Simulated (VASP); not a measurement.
# HfMo (P1) in VASP: a series of runs, part 2 of 2

VASP 6.6.1.

## Step 3: Single point, PBEsol

The input, INCAR:

```
  PREC = Accurate
  ENCUT = 500
  EDIFF = 1E-6
  ISMEAR = 1
  SIGMA = 0.1
  LREAL = False
  LASPH = True
  NELM = 120
  ALGO = Normal
  ISIF = 2
  LWAVE = False
  LCHARG = False
  GGA = PS
  NBANDS = 19
  GGA_COMPAT = False
```

The input, KPOINTS:

```
regular mesh
0
Gamma
  11 11 7
```

The input, POSCAR:

```
HfMo
1.0
    1.6712035000     -2.4724670000      0.0000000000
    1.6712035000      2.4724670000      0.0000000000
    0.0000000000      0.0000000000      4.4470110000
Hf Mo
1 1
Direct
   -0.0089450000     -0.0113060000      0.0022800000
    0.4941130000      0.4945280000      0.5141880000
```

Potentials or basis: VASP PAW PBE potentials, release 64 (Hf_pv, Mo_sv).

Launch:

```bash
$ cat potpaw_PBE.64/Hf_pv/POTCAR potpaw_PBE.64/Mo_sv/POTCAR > POTCAR
$ mpirun -np 1 vasp_std > vasp.out
```

OUTCAR:

```text
PREC = Accurate
   ENCUT = 500
   EDIFF = 1E-6
   ISMEAR = 1
   LREAL = False
   LASPH = True
   NELM = 120
   ISIF = 2
   GGA = PS

 ion  position               nearest neighbor table
   1  0.991  0.989  0.002-   2 2.73   2 2.75   2 2.82   2 2.83   2 3.28   2 3.30   2 3.36   2 3.37

   2  0.494  0.495  0.514-   1 2.73   1 2.75   1 2.82   1 2.83   1 3.28   1 3.30   1 3.36   1 3.37

  LATTYP: Found a base centered orthorhombic cell.
 ALAT       =     3.3424070000
 B/A-ratio  =     1.4794529810
 C/A-ratio  =     1.3304815960

  Lattice vectors:

 A1 = (   1.6712035000,  -2.4724670000,   0.0000000000)
 A2 = (   1.6712035000,   2.4724670000,   0.0000000000)
 A3 = (   0.0000000000,   0.0000000000,   4.4470110000)

Analysis of symmetry for initial positions (statically):
=====================================================================
 Subroutine PRICEL returns:
 Original cell was already a primitive cell.

 Routine SETGRP: Setting up the symmetry group for a
 base centered orthorhombic supercell.

 Subroutine GETGRP returns: Found  1 space group operations
 (whereof  1 operations were pure point group operations)
[... 157 lines left out ...]
 Free energy of the ion-electron system (eV)
  ---------------------------------------------------
  ext. energy  EPLUGINS =         0.00000000
  ---------------------------------------------------
  free energy    TOTEN  =       -22.10007074 eV

  energy without entropy =      -22.09938466  energy(sigma->0) =      -22.09984205

 E-fermi :   7.6352     XC(G=0): -12.4585

 val. band max:        7.6276949826   @ k =  -0.4545   0.2727   0.4286
 cond. band min:       7.6356645524   @ k =  -0.1818  -0.2727  -0.2857
 fundamental gap:      0.0079695698
 Fermi energy:         7.6352184145

 k-point     1 :       0.0000    0.0000    0.0000
  band No.  band energies     occupation
      1     -52.5622      2.00000
      2     -26.7638      2.00000
      3     -26.4876      2.00000
      4     -26.4100      2.00000
      5     -22.0063      2.00000
      6     -21.7976      2.00000
[... 505 lines left out ...]
      6     -22.0021      2.00000
[... 11 lines left out ...]
     18      13.1629      0.00000
     19      17.3705      0.00000

 [... further k-points ...]
[... 5 lines left out ...]
  --------------------------------------------------------------------------------------
  -------------------------------------------------------------------------------------
  Total       -1.2627669     -1.5481265     -1.3215634     -0.0005528      0.0007859      0.0141092
  in kB      -55.0523315    -67.4930397    -57.6156626     -0.0240994      0.0342611      0.6151125
  external PRESSURE =     -60.0536779 kB  Pullay stress =       0.0000000 kB

 VOLUME and BASIS-vectors are now :
 -----------------------------------------------------------------------------
  energy-cutoff  :      500.00
  volume of cell :       36.75
      direct lattice vectors                 reciprocal lattice vectors
     1.671203500 -2.472467000  0.000000000     0.299185587 -0.202227168  0.000000000
     1.671203500  2.472467000  0.000000000     0.299185587  0.202227168  0.000000000
     0.000000000  0.000000000  4.447011000     0.000000000  0.000000000  0.224870143

 POSITION                                       TOTAL-FORCE (eV/Angst)
 -----------------------------------------------------------------------------------
      3.30856     -0.00584      0.01014         0.090342      0.015121      0.299099
      1.65222      0.00103      2.28660        -0.090342     -0.015121     -0.299099
 -----------------------------------------------------------------------------------
    total drift:                               -0.000067     -0.000043      0.000192

  FREE ENERGIE OF THE ION-ELECTRON SYSTEM (eV)
  ---------------------------------------------------
  free  energy   TOTEN  =       -22.1000707392 eV

  energy  without entropy=      -22.0993846582  energy(sigma->0) =      -22.09984205
```

OSZICAR:

```text
N       E                     dE             d eps       ncg     rms          rms(c)
DAV:   1     0.163205739846E+03    0.16321E+03   -0.14173E+04 16160   0.122E+03
DAV:   2    -0.190893671706E+02   -0.18230E+03   -0.17899E+03 19074   0.352E+02
DAV:   3    -0.231213644412E+02   -0.40320E+01   -0.39651E+01 19036   0.458E+01
DAV:   4    -0.231495249346E+02   -0.28160E-01   -0.28127E-01 17874   0.395E+00
DAV:   5    -0.231497431716E+02   -0.21824E-03   -0.21823E-03 18237   0.344E-01    0.579E+01
DAV:   6    -0.224721241992E+02    0.67762E+00   -0.48526E+00 17434   0.124E+01    0.263E+01
DAV:   7    -0.230822349628E+02   -0.61011E+00   -0.13339E+01 17335   0.115E+01    0.228E+01
DAV:   8    -0.221010499577E+02    0.98119E+00   -0.67021E+00 17333   0.101E+01    0.344E+00
DAV:   9    -0.221011630191E+02   -0.11306E-03   -0.67583E-02 17182   0.166E+00    0.103E+00
DAV:  10    -0.221000746905E+02    0.10883E-02   -0.45279E-03 18224   0.428E-01    0.167E-01
DAV:  11    -0.221000779015E+02   -0.32110E-05   -0.16782E-04 18359   0.931E-02    0.716E-02
DAV:  12    -0.221000706801E+02    0.72214E-05   -0.22806E-05 17825   0.316E-02    0.150E-02
DAV:  13    -0.221000707392E+02   -0.59094E-07   -0.16578E-06 12161   0.801E-03
   1 F= -.22100071E+02 E0= -.22099842E+02  d E =-.686081E-03
```

stdout:

```text
POSCAR found type information on POSCAR HfMo
 POSCAR found :  2 types and       2 ions
 scaLAPACK will be used
 -----------------------------------------------------------------------------
|                                                                             |
|                                                                             |
|     You enforced a specific xc type in the INCAR file but a different       |
|     I HOPE YOU KNOW WHAT YOU ARE DOING!                                     |
|                                                                             |
 -----------------------------------------------------------------------------

 LDA part: xc-table for (Slater+PW92), standard interpolation
 POSCAR, INCAR and KPOINTS ok, starting setup
 FFT: planning ... GRIDC
 FFT: planning ... GRID_SOFT
 FFT: planning ... GRID
 WAVECAR not read
 entering main loop
```

Wall time 4.7 min (1 thread of Oxide Virtual Turin-like, shared host); peak memory 0.35 GiB.

Results:

| Quantity | Value |
| --- | --- |
| Free energy | -22.1001 eV |
| Pressure | -6.0 GPa |
| Largest force | 0.313 eV/Å |
| Band gap on the k mesh | zero (bands 12 and 13 overlap by 2.11 eV) |

Forces in eV/Å, atoms in the order of the input:
```
Hf   0.090  0.015  0.299
Mo  -0.090 -0.015 -0.299
```

Stress tensor (GPa, compression positive):
```
-5.51  0.00  0.06
 0.00 -6.75  0.00
 0.06  0.00 -5.76
```

Caveat: the cell stands under tension; the PAW data sets were made with another functional, which shifts forces and pressure a little; spin-orbit coupling is left out, which moves the levels of the heavy elements.

## Step 4: Single point, PBEsol

The input, INCAR:

```
SYSTEM = HfMo
  PREC = Accurate
  ENCUT = 500
  EDIFF = 1E-6
  ISMEAR = 1
  SIGMA = 0.1
  LREAL = .FALSE.
  LASPH = .TRUE.
  NELM = 120
  ALGO = Normal
  ISIF = 2
  LWAVE = .FALSE.
  LCHARG = .FALSE.
  GGA = PS
  NBANDS = 19
  GGA_COMPAT = .FALSE.
```

The input, KPOINTS:

```
Automatic mesh
0
G
  13 13 8
  0 0 0
```

POSCAR is that of step 3.

Launch:

```bash
$ cat potpaw_PBE.64/Hf_pv/POTCAR potpaw_PBE.64/Mo_sv/POTCAR > POTCAR
$ mpirun -np 1 vasp_std > vasp.out
```

Run time: 4.8 min. Hardware: 1 thread of Oxide Virtual Turin-like, shared host; peak memory 0.5 GiB.

Results (log left out):

```
Free energy            : -22.1044 eV
Pressure               : -6.2 GPa
Largest force          : 0.348 eV/Å
Band gap on the k mesh : zero (bands 12 and 13 overlap by 2.55 eV)
```

Forces on the atoms (eV/Å):
```
Hf   0.091  0.016  0.335
Mo  -0.091 -0.016 -0.335
```

Stress tensor (GPa, compression positive):
```
-5.82  0.00  0.06
 0.00 -6.85  0.00
 0.06  0.00 -5.92
```

Levels at points of the mesh, in eV from the Fermi level:
```tsv
k point	band 10	band 11	band 12	band 13	band 14	band 15
(0.00, 0.00, 0.00)	-1.64	-0.46	0.03	1.55	1.88	2.50
(0.00, 0.00, 0.50)	-1.08	-0.42	0.58	1.03	1.19	1.40
```

Caveat: the cell stands under tension; the PAW data sets were made with another functional, which shifts forces and pressure a little; spin-orbit coupling is left out, which moves the levels of the heavy elements.

## Step 5: Summary

| k mesh | gap on the mesh (eV) | pressure (GPa) | largest force (eV/Å) |
| --- | --- | --- | --- |
| 9 × 9 × 6 | none | -6.4 | 0.33 |
| 11 × 11 × 7 | none | -6.0 | 0.31 |
| 13 × 13 × 8 | none | -6.2 | 0.35 |

Alike in all rows: task single point; level PBEsol; potentials or basis VASP PAW PBE potentials, release 64 (Hf_pv, Mo_sv); no spin polarisation; cell as given; cutoff (eV) 500; smearing methfessel-paxton 0.1 eV.

Caveats: the cell stands under tension; the PAW data sets were made with another functional, which shifts forces and pressure a little; spin-orbit coupling is left out, which moves the levels of the heavy elements.

Absolute energies hang on the potentials; compare differences alone.

The gap in the log of VASP goes by the Fermi energy; the results here count the filled bands.